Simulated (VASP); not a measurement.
# Se (P3_121) in VASP: further runs, part 2 of 2

VASP 6.6.1. Earlier steps stand in the parts before.

## Step 3: Single point, PBE

The input, INCAR:

```
SYSTEM = Se
  ALGO = Normal
  EDIFF = 1E-6
  ENCUT = 500
  GGA = PE
  GGA_COMPAT = .False.
  ISIF = 2
  ISMEAR = -1
  LASPH = .True.
  LCHARG = .False.
  LREAL = .False.
  LWAVE = .False.
  NBANDS = 16
  NELM = 120
  PREC = Accurate
  SIGMA = 0.1
```

The input, KPOINTS:

```
k-points
0
Gamma
  4 4 3
  0 0 0
```

The input, POSCAR:

```
Se
1.0
    4.5203796056      0.0000000000      0.0000000000
   -2.2601898028      3.9147635732      0.0000000000
    0.0000000000      0.0000000000      5.0453125041
Se
3
Direct
    0.2189274296      1.0000000000      0.3333333333
    1.0000000000      0.2189274296      0.6666666667
    0.7810725704      0.7810725704      0.0000000000
```

Potentials or basis: VASP PAW PBE potentials, release 64 (Se).

Run with:

```sh
> cat potpaw_PBE.64/Se/POTCAR > POTCAR
> mpirun -np 1 vasp_std > vasp.out
```

OUTCAR:

```text
SYSTEM = Se
   EDIFF = 1E-6
   ENCUT = 500
   GGA = PE
   ISIF = 2
   ISMEAR = -1
   LASPH = .True.
   LREAL = .False.
   NELM = 120
   PREC = Accurate

 ion  position               nearest neighbor table
   1  0.219  0.000  0.333-   3 2.40   2 2.40
   2  0.000  0.219  0.667-   3 2.40   1 2.40
   3  0.781  0.781  0.000-   1 2.40   2 2.40

  LATTYP: Found a hexagonal cell.
 ALAT       =     4.5203796056
 C/A-ratio  =     1.1161258444

[... 347 lines left out ...]

  FORCE on cell =-STRESS in cart. coord.  units (eV):
  Direction    XX          YY          ZZ          XY          YZ          ZX
  --------------------------------------------------------------------------------------
  -------------------------------------------------------------------------------------
  Total        0.0703224      0.0703224      0.0091837      0.0000000     -0.0000000      0.0000000
  in kB        1.2619309      1.2619309      0.1648001      0.0000000     -0.0000000      0.0000000
  external PRESSURE =       0.8962206 kB  Pullay stress =       0.0000000 kB

 VOLUME and BASIS-vectors are now :
 -----------------------------------------------------------------------------
  energy-cutoff  :      500.00
  volume of cell :       89.28
      direct lattice vectors                 reciprocal lattice vectors
     4.520379606  0.000000000  0.000000000     0.221220359  0.127721634  0.000000000
    -2.260189803  3.914763573  0.000000000     0.000000000  0.255443268  0.000000000
     0.000000000  0.000000000  5.045312504     0.000000000  0.000000000  0.198203778

 POSITION                                       TOTAL-FORCE (eV/Angst)
 -----------------------------------------------------------------------------------
      0.98964      0.00000      1.68177        -0.001782      0.000000     -0.000000
     -0.49482      0.85705      3.36354         0.000891     -0.001544      0.000000
      1.76537      3.05771      0.00000         0.000891      0.001544     -0.000000
 -----------------------------------------------------------------------------------
    total drift:                                0.000000      0.000001     -0.000000

  FREE ENERGIE OF THE ION-ELECTRON SYSTEM (eV)
  ---------------------------------------------------
  free  energy   TOTEN  =       -10.5154220724 eV

  energy  without entropy=      -10.5152338354  energy(sigma->0) =      -10.51532795
```

OSZICAR:

```text
N       E                     dE             d eps       ncg     rms          rms(c)
DAV:   1     0.831864602613E+02    0.83186E+02   -0.69134E+03   288   0.894E+02
DAV:   2    -0.501199508950E+01   -0.88198E+02   -0.84246E+02   376   0.152E+02
DAV:   3    -0.105588007595E+02   -0.55468E+01   -0.55279E+01   336   0.439E+01
DAV:   4    -0.106018377450E+02   -0.43037E-01   -0.43024E-01   416   0.456E+00
DAV:   5    -0.106021604020E+02   -0.32266E-03   -0.32265E-03   320   0.394E-01    0.646E+00
DAV:   6    -0.105382611305E+02    0.63899E-01   -0.36763E-02   376   0.120E+00    0.399E+00
DAV:   7    -0.105157897437E+02    0.22471E-01   -0.75578E-02   368   0.168E+00    0.199E-01
DAV:   8    -0.105152405283E+02    0.54922E-03   -0.87854E-03   344   0.563E-01    0.968E-02
DAV:   9    -0.105153711740E+02   -0.13065E-03   -0.27722E-04   392   0.108E-01    0.318E-02
DAV:  10    -0.105154187326E+02   -0.47559E-04   -0.58523E-05   320   0.504E-02    0.744E-03
DAV:  11    -0.105154221353E+02   -0.34027E-05   -0.84111E-06   408   0.169E-02    0.380E-03
DAV:  12    -0.105154220724E+02    0.62879E-07   -0.17111E-06   280   0.837E-03
   1 F= -.10515422E+02 E0= -.10515328E+02  d E =-.188237E-03
```

stdout:

```text
POSCAR found type information on POSCAR Se
 POSCAR found :  1 types and       3 ions
 scaLAPACK will be used
 LDA part: xc-table for (Slater+PW92), standard interpolation
 POSCAR, INCAR and KPOINTS ok, starting setup
 FFT: planning ... GRIDC
 FFT: planning ... GRID_SOFT
 FFT: planning ... GRID
 WAVECAR not read
 entering main loop
```

It used 30 s of CPU time on 1 thread of Intel Xeon 8259CL (shared host).

Results:

```
Free energy            : -10.5154 eV
Pressure               : 0.1 GPa
Band gap on the k mesh : 1.70 eV, indirect (least direct gap 1.91 eV)
```

Stress tensor (GPa, compression positive):
```
0.13 0.00 0.00
0.00 0.13 0.00
0.00 0.00 0.02
```
